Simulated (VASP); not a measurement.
# KI in VASP: a series of runs, part 3 of 3

VASP 6.6.1. The steps go on from the part before.

## 5. Electric field gradients, PBEsol (volume scaled by 0.96)

INCAR reads:

```
PREC = Accurate
ENCUT = 520
EDIFF = 1E-8
ISMEAR = -1
SIGMA = 0.01
LREAL = False
LASPH = True
NELM = 60
ALGO = Normal
ISIF = 2
LWAVE = False
LCHARG = False
GGA = PS
LEFG = True
NBANDS = 15
```

KPOINTS reads:

```
Automatic mesh
0
Gamma
  8 8 8
```

POSCAR reads:

```
KI
1.0
    0.0000000000      3.4769151066      3.4769151066
    3.4769151066      0.0000000000      3.4769151066
    3.4769151066      3.4769151066      0.0000000000
K I
1 1
Direct
    0.0000000000      0.0000000000      0.0000000000
    0.5000000000      0.5000000000      0.5000000000
```

Potentials or basis: VASP PAW PBE potentials, release 64 (K_sv, I).

Run with:

```console
$ cat potpaw_PBE.64/K_sv/POTCAR potpaw_PBE.64/I/POTCAR > POTCAR
$ mpirun -np 1 vasp_std > vasp.out
```

OUTCAR:

```text
PREC = Accurate
   ENCUT = 520
   EDIFF = 1E-8
   ISMEAR = -1
   LREAL = False
   LASPH = True
   NELM = 60
   ISIF = 2
   GGA = PS

 ion  position               nearest neighbor table
   1  0.000  0.000  0.000-   2 3.48   2 3.48   2 3.48   2 3.48   2 3.48   2 3.48
   2  0.500  0.500  0.500-   1 3.48   1 3.48   1 3.48   1 3.48   1 3.48   1 3.48

  LATTYP: Found a face centered cubic cell.
 ALAT       =     6.9538302132

  Lattice vectors:

 A1 = (   0.0000000000,   3.4769151066,   3.4769151066)
 A2 = (   3.4769151066,   0.0000000000,   3.4769151066)
 A3 = (   3.4769151066,   3.4769151066,   0.0000000000)

Analysis of symmetry for initial positions (statically):
=====================================================================
 Subroutine PRICEL returns:
 Original cell was already a primitive cell.

 Routine SETGRP: Setting up the symmetry group for a
 face centered cubic supercell.

[... 620 lines left out ...]
  volume of cell :       84.06
      direct lattice vectors                 reciprocal lattice vectors
     0.000000000  3.476915107  3.476915107    -0.143805639  0.143805639  0.143805639
     3.476915107  0.000000000  3.476915107     0.143805639 -0.143805639  0.143805639
     3.476915107  3.476915107  0.000000000     0.143805639  0.143805639 -0.143805639

 POSITION                                       TOTAL-FORCE (eV/Angst)
 -----------------------------------------------------------------------------------
      0.00000      0.00000      0.00000        -0.000000      0.000000      0.000000
      3.47692      3.47692      3.47692         0.000000     -0.000000     -0.000000
 -----------------------------------------------------------------------------------
    total drift:                                0.000000     -0.000000     -0.000000

  FREE ENERGIE OF THE ION-ELECTRON SYSTEM (eV)
  ---------------------------------------------------
  free  energy   TOTEN  =        -5.8136126801 eV

  energy  without entropy=       -5.8136126801  energy(sigma->0) =       -5.81361268

 Electric field gradients (V/A^2)
---------------------------------------------------------------------
 ion       V_xx      V_yy      V_zz      V_xy      V_xz      V_yz
---------------------------------------------------------------------
   1      -0.000     0.000    -0.000    -0.000    -0.000    -0.000
   2      -0.000    -0.000    -0.000     0.000     0.000     0.000
---------------------------------------------------------------------

 Electric field gradients after diagonalization (V/A^2)
 (convention: |V_zz| > |V_xx| > |V_yy|)
----------------------------------------------------------------------
 ion       V_xx      V_yy      V_zz     asymmetry (V_yy - V_xx)/ V_zz
----------------------------------------------------------------------
   1       0.000     0.000    -0.000       0.000
   2      -0.000    -0.000     0.000       0.000
----------------------------------------------------------------------

           NMR quadrupolar parameters

 Cq : quadrupolar parameter    Cq=e*Q*V_zz/h
 eta: asymmetry parameters     (V_yy - V_xx)/ V_zz
 Q  : nuclear electric quadrupole moment in mb (millibarn)
----------------------------------------------------------------------
 ion       Cq(MHz)       eta       Q (mb)
----------------------------------------------------------------------
   1      -0.000       0.000       1.000
   2       0.000       0.000       1.000
----------------------------------------------------------------------
```

OSZICAR:

```text
N       E                     dE             d eps       ncg     rms          rms(c)
DAV:   1     0.881563817449E+02    0.88156E+02   -0.64420E+03   870   0.908E+02
DAV:   2    -0.420937188781E+00   -0.88577E+02   -0.82525E+02  1087   0.215E+02
DAV:   3    -0.558475539753E+01   -0.51638E+01   -0.51369E+01  1203   0.450E+01
DAV:   4    -0.589094466642E+01   -0.30619E+00   -0.30609E+00  1450   0.927E+00
DAV:   5    -0.589265011399E+01   -0.17054E-02   -0.17054E-02  1187   0.777E-01    0.324E+00
DAV:   6    -0.581609041431E+01    0.76560E-01   -0.80242E-02  1136   0.195E+00    0.229E+00
DAV:   7    -0.581010112450E+01    0.59893E-02   -0.10075E-01  1171   0.179E+00    0.868E-01
DAV:   8    -0.581357087075E+01   -0.34697E-02   -0.13450E-02   968   0.878E-01    0.274E-01
DAV:   9    -0.581337173112E+01    0.19914E-03   -0.47020E-04  1213   0.147E-01    0.102E-01
DAV:  10    -0.581361038969E+01   -0.23866E-03   -0.35657E-04  1045   0.932E-02    0.797E-02
DAV:  11    -0.581361136120E+01   -0.97151E-06   -0.41807E-05  1153   0.392E-02    0.127E-02
DAV:  12    -0.581361155003E+01   -0.18883E-06   -0.25601E-06  1143   0.106E-02    0.538E-03
DAV:  13    -0.581361266788E+01   -0.11179E-05   -0.10493E-06  1017   0.532E-03    0.374E-03
DAV:  14    -0.581361259176E+01    0.76120E-07   -0.15909E-07  1164   0.244E-03    0.122E-03
DAV:  15    -0.581361265924E+01   -0.67482E-07   -0.15082E-08  1056   0.965E-04    0.949E-04
DAV:  16    -0.581361268303E+01   -0.23788E-07   -0.15139E-09   862   0.278E-04    0.463E-04
DAV:  17    -0.581361268008E+01    0.29568E-08   -0.26269E-10   673   0.127E-04
   1 F= -.58136127E+01 E0= -.58136127E+01  d E =-.158003E-15
```

stdout:

```text
POSCAR found type information on POSCAR K I
 POSCAR found :  2 types and       2 ions
 scaLAPACK will be used
 -----------------------------------------------------------------------------
|                                                                             |
|                                                                             |
|     You enforced a specific xc type in the INCAR file but a different       |
|     I HOPE YOU KNOW WHAT YOU ARE DOING!                                     |
|                                                                             |
 -----------------------------------------------------------------------------

 LDA part: xc-table for (Slater+PW92), standard interpolation
 POSCAR, INCAR and KPOINTS ok, starting setup
 FFT: planning ... GRIDC
 FFT: planning ... GRID_SOFT
 FFT: planning ... GRID
 WAVECAR not read
 entering main loop
ion   1

ion   2
```

Wall time 52 s (1 thread of Intel Xeon Platinum 8259CL at 2.50GHz (Skylake/Cascade Lake), shared host); peak memory 0.25 GiB.

What came out:

```
Free energy            : -5.8136 eV
Pressure               : 0.3 GPa
Band gap on the k mesh : 3.92 eV, direct
```

Caveat: without QUAD_EFG the Cq values of the log hold for a quadrupole moment of 1 mb, not for the nuclei; the PAW data sets were made with another functional, which shifts forces and pressure a little; spin-orbit coupling is left out, which moves the levels of the heavy elements.

## 6. Electric field gradients, PBEsol (volume scaled by 0.99)

INCAR reads:

```
ALGO = Normal ; EDIFF = 1E-8
ENCUT = 520 ; GGA = PS
ISIF = 2 ; ISMEAR = -1
LASPH = True ; LCHARG = False
LEFG = True ; LREAL = False
LWAVE = False ; NBANDS = 15
NELM = 60 ; PREC = Accurate
SIGMA = 0.01
```

KPOINTS reads:

```
k-points
0
Gamma
  8 8 8
```

POSCAR reads:

```
KI
1.0
    0.0000000000      3.5127621193      3.5127621193
    3.5127621193      0.0000000000      3.5127621193
    3.5127621193      3.5127621193      0.0000000000
K I
1 1
Direct
    0.0000000000      0.0000000000      0.0000000000
    0.5000000000      0.5000000000      0.5000000000
```

Potentials or basis: VASP PAW PBE potentials, release 64 (K_sv, I).

Run with:

```console
$ cat potpaw_PBE.64/K_sv/POTCAR potpaw_PBE.64/I/POTCAR > POTCAR
$ mpirun -np 1 vasp_std > vasp.out
```

OUTCAR:

```text
EDIFF = 1E-8
   ENCUT = 520
   GGA = PS
   ISIF = 2
   ISMEAR = -1
   LASPH = True
   LREAL = False
   NELM = 60
   PREC = Accurate

 ion  position               nearest neighbor table
   1  0.000  0.000  0.000-   2 3.51   2 3.51   2 3.51   2 3.51   2 3.51   2 3.51
   2  0.500  0.500  0.500-   1 3.51   1 3.51   1 3.51   1 3.51   1 3.51   1 3.51

  LATTYP: Found a face centered cubic cell.
 ALAT       =     7.0255242386

  Lattice vectors:

 A1 = (   0.0000000000,   3.5127621193,   3.5127621193)
 A2 = (   3.5127621193,   0.0000000000,   3.5127621193)
 A3 = (   3.5127621193,   3.5127621193,   0.0000000000)

Analysis of symmetry for initial positions (statically):
=====================================================================
 Subroutine PRICEL returns:
 Original cell was already a primitive cell.

 Routine SETGRP: Setting up the symmetry group for a
 face centered cubic supercell.

 Subroutine GETGRP returns: Found 48 space group operations
 (whereof 48 operations were pure point group operations)
 out of a pool of 48 trial point group operations.

The static configuration has the point symmetry O_h .

Analysis of symmetry for dynamics (positions and initial velocities):
=====================================================================
 Subroutine PRICEL returns:
 Original cell was already a primitive cell.

 Routine SETGRP: Setting up the symmetry group for a
 face centered cubic supercell.

 Subroutine GETGRP returns: Found 48 space group operations
 (whereof 48 operations were pure point group operations)
 out of a pool of 48 trial point group operations.

The dynamic configuration has the point symmetry O_h .

 Subroutine INISYM returns: Found 48 space group operations
 (whereof 48 operations are pure point group operations),
 and found     1 'primitive' translations

----------------------------------------------------------------------------------------

                                     Primitive cell

  volume of cell :      86.6914

  direct lattice vectors                    reciprocal lattice vectors
     0.000000000  3.512762119  3.512762119    -0.142338133  0.142338133  0.142338133
     3.512762119  0.000000000  3.512762119     0.142338133 -0.142338133  0.142338133
     3.512762119  3.512762119  0.000000000     0.142338133  0.142338133 -0.142338133

  length of vectors
     4.967795831  4.967795831  4.967795831     0.246536877  0.246536877  0.246536877

  position of ions in fractional coordinates (direct lattice)
     0.000000000  0.000000000  0.000000000
     0.500000000  0.500000000  0.500000000

  ion indices of the primitive-cell ions
   primitive index   ion index
                 1           1
                 2           2

----------------------------------------------------------------------------------------

 KPOINTS: k-points

Automatic generation of k-mesh.
 Grid dimensions read from file:
 generate k-points for:    8    8    8

 Generating k-lattice:

[... 69 lines left out ...]
   POTIM  = 0.5000    time-step for ionic-motion
   TEBEG  =    0.0;   TEEND  =   0.0 temperature during run
   PSTRESS=    0.0 pullay stress
   NELECT =      16.0000    total number of electrons
   NUPDOWN=      -1.0000    fix difference up-down
   EMIN   =  10.00;   EMAX   =-10.00  energy-range for DOS
   EFERMI =   0.00;   METHOD = LEGACY
   ISMEAR =    -1;   SIGMA  =   0.01  broadening in eV -4-tet -1-fermi 0-gaus
   EFERMI_NEDOS =   21; number of points for ismear=-14 and -15
   IALGO  =     38    algorithm
   IMIX   =      4    mixing-type and parameters
     AMIX     =   0.40;   BMIX     =  1.00
     AMIX_MAG =   1.60;   BMIX_MAG =  1.00
  volume/ion in A,a.u.               =      43.35       292.51
  Fermi-wavevector in a.u.,A,eV,Ry     =   0.932086  1.761388 11.820534  0.868785
  Thomas-Fermi vector in A             =   2.058647
   LORBIT       =      0    0 simple, 1 ext, 2 COOP (PROOUT), +10 PAW based schemes
   GGA     = PS    functional components
[... 5 lines left out ...]
 non-spin polarized calculation
  energy-cutoff  :      520.00
  volume of cell :       86.69
 maximum number of plane-waves:      2357
 NGX is ok and might be reduce to    40
   NGX = 19   NGY = 19   NGZ = 19

 number of electron      15.9999999 magnetization

 Free energy of the ion-electron system (eV)
  ---------------------------------------------------
  ext. energy  EPLUGINS =         0.00000000
  ---------------------------------------------------
  free energy    TOTEN  =        -5.81598390 eV

  energy without entropy =       -5.81598390  energy(sigma->0) =       -5.81598390

 E-fermi :  -0.2126     XC(G=0):  -7.4113

 val. band max:       -0.4201388788   @ k =   0.0000   0.0000   0.0000
 cond. band min:       3.4302875158   @ k =   0.0000   0.0000   0.0000
 fundamental gap:      3.8504263946
 Fermi energy:        -0.2125812746

 k-point     1 :       0.0000    0.0000    0.0000
  band No.  band energies     occupation
      1     -28.7165      2.00000
      2     -12.2714      2.00000
      3     -12.2714      2.00000
      4     -12.2714      2.00000
      5     -10.9836      2.00000
      6      -0.4201      2.00000
      7      -0.4201      2.00000
      8      -0.4201      2.00000
      9       3.4303      0.00000
     10       5.9988      0.00000
     11       5.9988      0.00000
     12       5.9988      0.00000
     13       6.7512      0.00000
     14       6.7512      0.00000
[... 401 lines left out ...]
      2     -12.4025      2.00000
      3     -12.2907      2.00000
      4     -12.2812      2.00000
      5     -10.7119      2.00000
      6      -1.5853      2.00000
      7      -0.9952      2.00000
      8      -0.8299      2.00000
      9       5.5116      0.00000
     10       6.3422      0.00000
     11       6.9473      0.00000
     12       7.8206      0.00000
     13       8.2543      0.00000
     14       8.5270      0.00000
     15       9.3988      0.00000

 [... further k-points ...]
[... 5 lines left out ...]
  --------------------------------------------------------------------------------------
  -------------------------------------------------------------------------------------
  Total       -0.0319234     -0.0319234     -0.0319234      0.0000000      0.0000000     -0.0000000
  in kB       -0.5899888     -0.5899888     -0.5899888      0.0000000      0.0000000     -0.0000000
  external PRESSURE =      -0.5899888 kB  Pullay stress =       0.0000000 kB

 VOLUME and BASIS-vectors are now :
 -----------------------------------------------------------------------------
  energy-cutoff  :      520.00
  volume of cell :       86.69
      direct lattice vectors                 reciprocal lattice vectors
     0.000000000  3.512762119  3.512762119    -0.142338133  0.142338133  0.142338133
     3.512762119  0.000000000  3.512762119     0.142338133 -0.142338133  0.142338133
     3.512762119  3.512762119  0.000000000     0.142338133  0.142338133 -0.142338133

 POSITION                                       TOTAL-FORCE (eV/Angst)
 -----------------------------------------------------------------------------------
      0.00000      0.00000      0.00000         0.000000      0.000000      0.000000
      3.51276      3.51276      3.51276         0.000000      0.000000      0.000000
 -----------------------------------------------------------------------------------
    total drift:                                0.000000     -0.000000     -0.000000

  FREE ENERGIE OF THE ION-ELECTRON SYSTEM (eV)
  ---------------------------------------------------
  free  energy   TOTEN  =        -5.8159839044 eV

  energy  without entropy=       -5.8159839044  energy(sigma->0) =       -5.81598390

 Electric field gradients (V/A^2)
---------------------------------------------------------------------
 ion       V_xx      V_yy      V_zz      V_xy      V_xz      V_yz
---------------------------------------------------------------------
   1       0.000     0.000    -0.000    -0.000    -0.000    -0.000
   2       0.000    -0.000     0.000     0.000     0.000     0.000
---------------------------------------------------------------------

 Electric field gradients after diagonalization (V/A^2)
 (convention: |V_zz| > |V_xx| > |V_yy|)
----------------------------------------------------------------------
 ion       V_xx      V_yy      V_zz     asymmetry (V_yy - V_xx)/ V_zz
----------------------------------------------------------------------
   1       0.000     0.000    -0.001       0.000
   2      -0.000    -0.000     0.000       0.000
----------------------------------------------------------------------

           NMR quadrupolar parameters

 Cq : quadrupolar parameter    Cq=e*Q*V_zz/h
 eta: asymmetry parameters     (V_yy - V_xx)/ V_zz
 Q  : nuclear electric quadrupole moment in mb (millibarn)
----------------------------------------------------------------------
 ion       Cq(MHz)       eta       Q (mb)
----------------------------------------------------------------------
   1      -0.000       0.000       1.000
   2       0.000       0.000       1.000
----------------------------------------------------------------------
```

OSZICAR:

```text
N       E                     dE             d eps       ncg     rms          rms(c)
DAV:   1     0.884698932142E+02    0.88470E+02   -0.64626E+03   870   0.901E+02
DAV:   2    -0.292976078684E+00   -0.88763E+02   -0.81643E+02  1094   0.213E+02
DAV:   3    -0.561860183496E+01   -0.53256E+01   -0.52990E+01  1244   0.444E+01
DAV:   4    -0.589698459209E+01   -0.27838E+00   -0.27830E+00  1385   0.889E+00
DAV:   5    -0.589898287401E+01   -0.19983E-02   -0.19983E-02  1243   0.830E-01    0.303E+00
DAV:   6    -0.581856222842E+01    0.80421E-01   -0.84669E-02  1115   0.196E+00    0.216E+00
DAV:   7    -0.581192245628E+01    0.66398E-02   -0.10208E-01  1171   0.175E+00    0.859E-01
DAV:   8    -0.581591627657E+01   -0.39938E-02   -0.13183E-02   940   0.857E-01    0.258E-01
DAV:   9    -0.581571460095E+01    0.20168E-03   -0.51448E-04  1255   0.148E-01    0.920E-02
DAV:  10    -0.581597719737E+01   -0.26260E-03   -0.34340E-04  1010   0.969E-02    0.594E-02
DAV:  11    -0.581598203204E+01   -0.48347E-05   -0.31387E-05  1252   0.311E-02    0.112E-02
DAV:  12    -0.581598270561E+01   -0.67357E-06   -0.21639E-06  1123   0.109E-02    0.902E-03
DAV:  13    -0.581598383752E+01   -0.11319E-05   -0.11461E-06  1038   0.626E-03    0.246E-03
DAV:  14    -0.581598391083E+01   -0.73312E-07   -0.10124E-07  1158   0.167E-03    0.678E-04
DAV:  15    -0.581598388123E+01    0.29606E-07   -0.10108E-08  1042   0.584E-04    0.369E-04
DAV:  16    -0.581598389797E+01   -0.16742E-07   -0.48403E-10   785   0.141E-04    0.130E-04
DAV:  17    -0.581598390444E+01   -0.64679E-08   -0.14760E-10   694   0.944E-05
   1 F= -.58159839E+01 E0= -.58159839E+01  d E =-.253488E-11
```

It took 55 s on 1 thread of Intel Xeon Platinum 8259CL at 2.50GHz (Skylake/Cascade Lake), shared host; peak memory 0.25 GiB.

Results:

- Free energy: -5.8160 eV
- Pressure: -0.1 GPa
- Band gap on the k mesh: 3.85 eV, direct

Levels at points of the mesh, in eV from the valence-band top:
```csv
k point,band 6,band 7,band 8,band 9,band 10,band 11
"(0.00, 0.00, 0.00)",0.00,0.00,0.00,3.85,6.42,6.42
"(0.50, 0.00, 0.00)",-1.39,-0.36,-0.36,5.40,7.66,8.10
"(0.50, 0.50, 0.00)",-1.05,-0.38,-0.38,4.80,5.71,8.09
```

Caveat: without QUAD_EFG the Cq values of the log hold for a quadrupole moment of 1 mb, not for the nuclei; the PAW data sets were made with another functional, which shifts forces and pressure a little; spin-orbit coupling is left out, which moves the levels of the heavy elements.

## 7. Overview

```tsv
cell	gap on the mesh (eV)	pressure (GPa)
a = 5.010 Å, angles 59.3°, 2 atoms	3.81	-0.2
a = 5.035 Å, angles 58.7°, 2 atoms	3.80	-0.2
a = 4.917 Å, angles 60.0°, 2 atoms	3.92	0.3
a = 4.968 Å, angles 60.0°, 2 atoms	3.85	-0.1
```

Alike in all rows: task electric field gradients; level PBEsol; potentials or basis VASP PAW PBE potentials, release 64 (K_sv, I); no spin polarisation; k mesh 8 × 8 × 8; cutoff (eV) 520; smearing fermi-dirac 0.01 eV.

Caveats: the PAW data sets were made with another functional, which shifts forces and pressure a little; spin-orbit coupling is left out, which moves the levels of the heavy elements.

Total energies depend on the potentials used, so only differences within one code and one set of settings carry meaning.
